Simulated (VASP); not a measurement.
Te2Mo:

```
Te Mo
1.0
     6.28752    0.00000    0.00000
     0.00000    3.44572    0.00000
    -0.94044    0.00000   13.73482
Te Mo
8 4
Cartesian
  5.3650 2.5843 8.3027
  -0.0180 0.8614 5.4321
  4.8769 0.8614 11.6938
  0.4701 2.5843 2.0410
  1.7433 2.5843 12.2995
  3.6038 0.8614 1.4353
  2.1768 0.8614 8.9057
  3.1702 2.5843 4.8292
  4.2015 2.5843 13.6332
  1.1455 0.8614 0.1016
  3.8234 0.8614 6.7768
  1.5236 2.5843 6.9581
```

Base run:

| Item | Value |
| --- | --- |
| Program | VASP 6.6.1 |
| Functional | BLYP |
| Potentials or basis | VASP PAW PBE potentials, release 64 (Te, Mo_sv) |
| Cutoff | 520 eV |
| k mesh | 4 × 8 × 2 |
| Occupations | fermi-dirac, width 0.05 eV |
| Spin | no spin polarisation |

Its results: band gap on the k mesh zero (bands 52 and 53 overlap by 0.20 eV); pressure 11.4 GPa; largest force 0.887 eV/Å.

**Question.** The run is repeated on the same cell with these changes: functional from BLYP to PBE. What comes out?

**Answer.** Band gap on the k mesh zero (bands 52 and 53 overlap by 0.23 eV); pressure 4.7 GPa; largest force 0.476 eV/Å.

PBE binds more tightly than BLYP, so the same cell stands under less pressure.

Caveats: the cell stands under pressure; spin-orbit coupling is left out, which moves the levels of the heavy elements; the PAW data sets were made with another functional, which shifts forces and pressure a little (at least some runs).
